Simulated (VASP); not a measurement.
# B (Pmmn) in VASP: further runs

The runs below take B through single point, relaxation of cell and atoms, with PBE.

Program: VASP 6.6.1. These are calculated values, not measurements. Logs are shortened: lines on timing, memory, paths and dates and some standing lists are left out, and cuts for length are marked.

## 1. The cell of the first run

The structure is orthorhombic, space group Pmmn (No. 59). Conventional cell: a = 1.624 Å, b = 2.866 Å, c = 3.921 Å, α = 90.00°, β = 90.00°, γ = 90.00°. B (site symmetry mm2) has 6 B at 1.62 to 1.86 Å within 2.2 Å.

The cell was generated, and may not be a known phase.

## 2. Single point, PBE

Contents of INCAR:

```
SYSTEM = B
PREC     = Accurate       ! precision mode
ENCUT    = 520            ! plane-wave cutoff, eV
EDIFF    = 1E-7           ! SCF threshold, eV
ISMEAR   = 0              ! smearing method
SIGMA    = 0.1            ! smearing width, eV
LREAL    = .FALSE.        ! projectors in reciprocal space
LASPH    = .TRUE.         ! aspherical terms in the spheres
NELM     = 60             ! most SCF steps
ALGO     = Normal         ! electronic algorithm
ISIF     = 2              ! what is computed and relaxed
LWAVE    = .FALSE.        ! write WAVECAR
LCHARG   = .FALSE.        ! write CHGCAR
GGA      = PE             ! functional
NBANDS   = 10             ! bands
```

Contents of KPOINTS:

```
Automatic mesh
0
G
  34 20 14
  0 0 0
```

Contents of POSCAR:

```
B
1.0
    1.6244129076      0.0000000000      0.0000000000
    0.0000000000      2.8661508200      0.0000000000
    0.0000000000      0.0000000000      3.9212733052
B
2
Direct
    0.0000000000      0.0000000000      0.8908348836
    0.5000000000      0.5000000000      0.1091651164
```

Potentials or basis: VASP PAW PBE potentials, release 64 (B).

Run with:

```console
cat potpaw_PBE.64/B/POTCAR > POTCAR
mpirun -np 1 vasp_std > vasp.out
```

OUTCAR:

```text
SYSTEM = B
   PREC = Accurate
   ENCUT = 520
   EDIFF = 1E-7
   ISMEAR = 0
   LREAL = .FALSE.
   LASPH = .TRUE.
   NELM = 60
   ISIF = 2
   GGA = PE

 ion  position               nearest neighbor table
   1  0.000  0.000  0.891-   2 1.86   2 1.86   2 1.86   2 1.86
   2  0.500  0.500  0.109-   1 1.86   1 1.86   1 1.86   1 1.86

  LATTYP: Found a simple orthorhombic cell.
 ALAT       =     1.6244129076
 B/A-ratio  =     1.7644225841
 C/A-ratio  =     2.4139633999

  Lattice vectors:

 A1 = (   1.6244129076,   0.0000000000,   0.0000000000)
 A2 = (   0.0000000000,   2.8661508200,   0.0000000000)
 A3 = (   0.0000000000,   0.0000000000,   3.9212733052)

Analysis of symmetry for initial positions (statically):
=====================================================================
 Subroutine PRICEL returns:
 Original cell was already a primitive cell.

 Routine SETGRP: Setting up the symmetry group for a
 simple orthorhombic supercell.

 Subroutine GETGRP returns: Found  8 space group operations
 (whereof  4 operations were pure point group operations)
 out of a pool of  8 trial point group operations.

The static configuration has the point symmetry C_2v.
 The point group associated with its full space group is D_2h.

Analysis of symmetry for dynamics (positions and initial velocities):
=====================================================================
 Subroutine PRICEL returns:
 Original cell was already a primitive cell.

 Routine SETGRP: Setting up the symmetry group for a
 simple orthorhombic supercell.

 Subroutine GETGRP returns: Found  8 space group operations
 (whereof  4 operations were pure point group operations)
 out of a pool of  8 trial point group operations.

The dynamic configuration has the point symmetry C_2v.
 The point group associated with its full space group is D_2h.

 Subroutine INISYM returns: Found  8 space group operations
 (whereof  4 operations are pure point group operations),
 and found     1 'primitive' translations

----------------------------------------------------------------------------------------

                                     Primitive cell

  volume of cell :      18.2567

  direct lattice vectors                    reciprocal lattice vectors
     1.624412908  0.000000000  0.000000000     0.615607027  0.000000000  0.000000000
     0.000000000  2.866150820  0.000000000     0.000000000  0.348899993  0.000000000
     0.000000000  0.000000000  3.921273305     0.000000000  0.000000000  0.255019205

  length of vectors
[... 90 lines left out ...]
   POTIM  = 0.5000    time-step for ionic-motion
   TEBEG  =    0.0;   TEEND  =   0.0 temperature during run
   PSTRESS=    0.0 pullay stress
   NELECT =       6.0000    total number of electrons
   NUPDOWN=      -1.0000    fix difference up-down
   EMIN   =  10.00;   EMAX   =-10.00  energy-range for DOS
   EFERMI =   0.00;   METHOD = LEGACY
   ISMEAR =     0;   SIGMA  =   0.10  broadening in eV -4-tet -1-fermi 0-gaus
   EFERMI_NEDOS =   21; number of points for ismear=-14 and -15
   IALGO  =     38    algorithm
   IMIX   =      4    mixing-type and parameters
     AMIX     =   0.40;   BMIX     =  1.00
     AMIX_MAG =   1.60;   BMIX_MAG =  1.00
  volume/ion in A,a.u.               =       9.13        61.60
  Fermi-wavevector in a.u.,A,eV,Ry     =   1.129755  2.134928 17.365756  1.276347
  Thomas-Fermi vector in A             =   2.266450
   LORBIT       =      0    0 simple, 1 ext, 2 COOP (PROOUT), +10 PAW based schemes
   GGA     = PE    functional components
   LHFCALC =     F    Hartree Fock is set to
   AEXX    =    0.0000 exact exchange contribution
   IVDW    =     0    specifies the selected vdW correction
   LEPSILON=     F    determine dielectric tensor
   LRPA    =     F    only Hartree local field effects (RPA)
 non-spin polarized calculation
 Gauss-broadening in eV      SIGMA  =   0.10
  energy-cutoff  :      520.00
  volume of cell :       18.26
 maximum number of plane-waves:       512
   NGX =  7   NGY = 11   NGZ = 15

 number of electron       6.0000000 magnetization

 Free energy of the ion-electron system (eV)
  ---------------------------------------------------
  ext. energy  EPLUGINS =         0.00000000
  ---------------------------------------------------
  free energy    TOTEN  =       -12.45788751 eV

  energy without entropy =      -12.45590319  energy(sigma->0) =      -12.45689535

 E-fermi :   4.3517     XC(G=0): -10.3005

 val. band max:        4.3515697644   @ k =   0.3235   0.3500   0.0000
 cond. band min:       4.3524510535   @ k =   0.2941   0.5000   0.2857
 fundamental gap:      0.0008812891
 Fermi energy:         4.3517037918

 k-point     1 :       0.0000    0.0000    0.0000
  band No.  band energies     occupation
      1     -11.7566      2.00000
      2      -1.5264      2.00000
      3      -0.9521      2.00000
      4       1.9605      2.00000
      5       7.3143      0.00000
      6      12.6122      0.00000
      7      15.7488      0.00000
      8      20.6215      0.00000
      9      22.7134      0.00000
     10      26.4515      0.00000
[... 287 lines left out ...]
 k-point    24 :       0.1471    0.0500    0.0000
  band No.  band energies     occupation
      1     -10.8538      2.00000
      2      -0.6535      2.00000
      3      -0.0076      2.00000
      4       3.1524      2.00000
      5       7.7971      0.00000
      6      13.2411      0.00000
      7      16.6097      0.00000
      8      19.8732      0.00000
      9      21.9974      0.00000
     10      24.9245      0.00000

 [... further k-points ...]

------------------------ aborting loop because EDIFF is reached ----------------------------------------

  FORCE on cell =-STRESS in cart. coord.  units (eV):
  Direction    XX          YY          ZZ          XY          YZ          ZX
  --------------------------------------------------------------------------------------
  -------------------------------------------------------------------------------------
  Total        0.0039012     -0.0003046     -0.0108489      0.0000000      0.0000000      0.0000000
  in kB        0.3423667     -0.0267344     -0.9520809      0.0000000      0.0000000      0.0000000
  external PRESSURE =      -0.2121495 kB  Pullay stress =       0.0000000 kB

 VOLUME and BASIS-vectors are now :
 -----------------------------------------------------------------------------
  energy-cutoff  :      520.00
  volume of cell :       18.26
      direct lattice vectors                 reciprocal lattice vectors
     1.624412908  0.000000000  0.000000000     0.615607027  0.000000000  0.000000000
     0.000000000  2.866150820  0.000000000     0.000000000  0.348899993  0.000000000
     0.000000000  0.000000000  3.921273305     0.000000000  0.000000000  0.255019205

 POSITION                                       TOTAL-FORCE (eV/Angst)
 -----------------------------------------------------------------------------------
      0.00000      0.00000      3.49321         0.000000      0.000000      0.002625
      0.81221      1.43308      0.42807         0.000000      0.000000     -0.002625
 -----------------------------------------------------------------------------------
    total drift:                                0.000000     -0.000000      0.000000

  FREE ENERGIE OF THE ION-ELECTRON SYSTEM (eV)
  ---------------------------------------------------
  free  energy   TOTEN  =       -12.4578875114 eV

  energy  without entropy=      -12.4559031910  energy(sigma->0) =      -12.45689535
```

stdout:

```text
POSCAR found type information on POSCAR B
 POSCAR found :  1 types and       2 ions
 scaLAPACK will be used
 LDA part: xc-table for (Slater+PW92), standard interpolation
 POSCAR, INCAR and KPOINTS ok, starting setup
 FFT: planning ... GRIDC
 FFT: planning ... GRID_SOFT
 FFT: planning ... GRID
 WAVECAR not read
 entering main loop
```

Run time: 4.2 min. Hardware: 1 thread of Intel Xeon 8259CL, shared host; peak memory 0.33 GiB.

What came out:

```
Free energy            : -12.4579 eV
Pressure               : 0.0 GPa
Band gap on the k mesh : zero (bands 3 and 4 overlap by 11.11 eV)
```

Forces in eV/Å, atoms in the order of the input:
```
B    0.000  0.000  0.003
B    0.000  0.000 -0.003
```

Levels at points of the mesh, in eV from the Fermi level:
```tsv
k point	band 1	band 2	band 3	band 4	band 5	band 6	band 7	band 8
(0.00, 0.00, 0.00)	-16.11	-5.88	-5.30	-2.39	2.96	8.26	11.40	16.27
(0.50, 0.00, 0.00)	-7.00	-7.00	6.52	6.52	7.44	7.44	10.69	10.69
(0.00, 0.50, 0.00)	-12.71	-12.71	-3.15	-3.15	5.12	5.12	15.43	15.43
(0.50, 0.50, 0.00)	-6.16	-6.16	3.42	3.42	8.54	8.54	8.81	8.81
(0.00, 0.00, 0.50)	-15.86	-8.10	-5.21	1.39	3.14	7.20	10.16	14.77
(0.50, 0.00, 0.50)	-6.92	-6.92	5.46	5.46	7.50	7.50	10.84	10.84
(0.00, 0.50, 0.50)	-12.51	-12.51	-4.49	-4.49	9.82	9.82	13.62	13.62
(0.50, 0.50, 0.50)	-6.10	-6.10	3.57	3.57	7.92	7.92	8.03	8.03
```

Caveat: this functional lacks dispersion, which binds layers or chains, so the pressure and a relaxed spacing across them are unreliable.

## 3. Relaxation of cell and atoms, PBE

This run uses another cell than the first one, of 10.36 Å³/atom.

Contents of INCAR:

```
PREC = Accurate ; ENCUT = 600
EDIFF = 1E-7 ; ISMEAR = 0
SIGMA = 0.1 ; LREAL = F
LASPH = T ; NELM = 60
ALGO = Normal ; ISIF = 3
LWAVE = F ; LCHARG = F
GGA = PE ; IBRION = 2
NSW = 100 ; EDIFFG = -0.01
```

Contents of KPOINTS:

```
regular mesh
0
Gamma
  34 20 12
```

Contents of POSCAR:

```
B
1.0
    1.6066428618      0.0000000000      0.0000000000
    0.0000000000      2.8856468569      0.0000000000
    0.0000000000      0.0000000000      4.4673093011
B
2
Direct
    0.0000000000      0.0000000000      0.8953778789
    0.5000000000      0.5000000000      0.1046221211
```

Potentials or basis: VASP PAW PBE potentials, release 64 (B).

Run with:

```console
cat potpaw_PBE.64/B/POTCAR > POTCAR
mpirun -np 1 vasp_std > vasp.out
```

Wall time 60 min (1 thread of Intel Xeon 8259CL, shared host); peak memory 0.32 GiB.

Results (log left out):

```
Free energy                           : -12.4617 eV
Relaxed volume                        : 9.13 Å³/atom
Relaxed cell                          : a = 1.624 Å, b = 2.865 Å, c = 3.925 Å, α = 90.00°, β = 90.00°, γ = 90.00°
Space group after relaxing (to 0.1 Å) : Pmmn (No. 59)
Energy gained by relaxing             : 14.5 meV/atom
Ionic steps                           : 34
Pressure after relaxing               : 0.0 GPa
Band gap on the k mesh                : zero (bands 3 and 4 overlap by 11.11 eV)
```

Stress tensor (GPa, compression positive):
```
-0.13  0.00  0.00
 0.00  0.00  0.00
 0.00  0.00 -0.01
```

The path:
| step | energy change (eV) | largest force (eV/Å) | pressure (GPa) | volume (Å³) |
| --- | --- | --- | --- | --- |
| 1 | 0.0000 | 0.2623 | -0.02 | 20.71 |
| 2 | -0.0088 | 0.2107 | -2.93 | 20.70 |
| 3 | -0.0090 | 0.2257 | -2.59 | 20.71 |
| 4 | -0.0152 | 0.0139 | -0.66 | 20.39 |
| 5 | -0.0154 | 0.0300 | -0.17 | 20.32 |
| 6 | -0.0162 | 0.0346 | -0.05 | 20.30 |
| 7 | -0.0163 | 0.0371 | 0.01 | 20.30 |
| 8 | -0.0168 | 0.0211 | -0.62 | 20.29 |
| 9 | -0.0171 | 0.0032 | -1.58 | 20.27 |
| 10 | -0.0174 | 0.0045 | -1.60 | 20.24 |
| 11 | -0.0182 | 0.0083 | -1.67 | 20.13 |
| 12 | -0.0199 | 0.0158 | -1.81 | 19.92 |
| 13 | -0.0229 | 0.0265 | -2.07 | 19.50 |
| 14 | -0.0258 | 0.0368 | -2.45 | 18.65 |
| 15 | -0.0281 | 0.0075 | -0.72 | 18.31 |
| 16 | -0.0284 | 0.0057 | 0.06 | 18.16 |
| 17 | -0.0289 | 0.0003 | -0.19 | 18.13 |
| 18 | -0.0289 | 0.0010 | -0.24 | 18.13 |
| 19 | -0.0290 | 0.0032 | 0.07 | 18.10 |
| 20 | -0.0290 | 0.0042 | 0.14 | 18.10 |
| 21 | -0.0290 | 0.0019 | 0.12 | 18.11 |
| 22 | -0.0290 | 0.0051 | 0.04 | 18.13 |
| 23 | -0.0290 | 0.0198 | -0.13 | 18.17 |
| 24 | -0.0290 | 0.0087 | -0.01 | 18.14 |
| 25 | -0.0290 | 0.0093 | 0.02 | 18.15 |
| 26 | -0.0290 | 0.0109 | 0.11 | 18.16 |
| 27 | -0.0290 | 0.0113 | 0.13 | 18.16 |
| 28 | -0.0290 | 0.0117 | 0.09 | 18.17 |
| 29 | -0.0291 | 0.0128 | -0.03 | 18.20 |
| 30 | -0.0290 | 0.0151 | -0.27 | 18.26 |
| 31 | -0.0291 | 0.0135 | -0.10 | 18.22 |
| 32 | -0.0291 | 0.0104 | -0.06 | 18.23 |
| 33 | -0.0291 | 0.0011 | 0.04 | 18.25 |
| 34 | -0.0291 | 0.0004 | -0.05 | 18.26 |

Final structure:
```yaml
crystal:
  lattice:
    - [1.62405, 0.00000, 0.00000]
    - [0.00000, 2.86471, 0.00000]
    - [0.00000, 0.00000, 3.92502]
  atoms:
    - { symbol: B, position: [0.00000, 0.00000, 0.89040] }
    - { symbol: B, position: [0.50000, 0.50000, 0.10960] }
```

Levels at points of the mesh, in eV from the Fermi level:
| k point | band 1 | band 2 | band 3 | band 4 | band 5 | band 6 |
| --- | --- | --- | --- | --- | --- | --- |
| (0.00, 0.00, 0.00) | -16.09 | -5.87 | -5.27 | -2.40 | 2.99 | 8.24 |
| (0.50, 0.00, 0.00) | -6.98 | -6.98 | 6.53 | 6.53 | 7.47 | 7.47 |
| (0.00, 0.50, 0.00) | -12.69 | -12.69 | -3.14 | -3.14 | 5.10 | 5.10 |
| (0.50, 0.50, 0.00) | -6.13 | -6.13 | 3.44 | 3.44 | 8.56 | 8.56 |
| (0.00, 0.00, 0.50) | -15.85 | -8.09 | -5.17 | 1.37 | 3.17 | 7.18 |
| (0.50, 0.00, 0.50) | -6.91 | -6.91 | 5.47 | 5.47 | 7.53 | 7.53 |
| (0.00, 0.50, 0.50) | -12.49 | -12.49 | -4.48 | -4.48 | 9.79 | 9.79 |
| (0.50, 0.50, 0.50) | -6.07 | -6.07 | 3.59 | 3.59 | 7.92 | 7.92 |

Caveat: this functional lacks dispersion, which binds layers or chains, so the pressure and a relaxed spacing across them are unreliable.
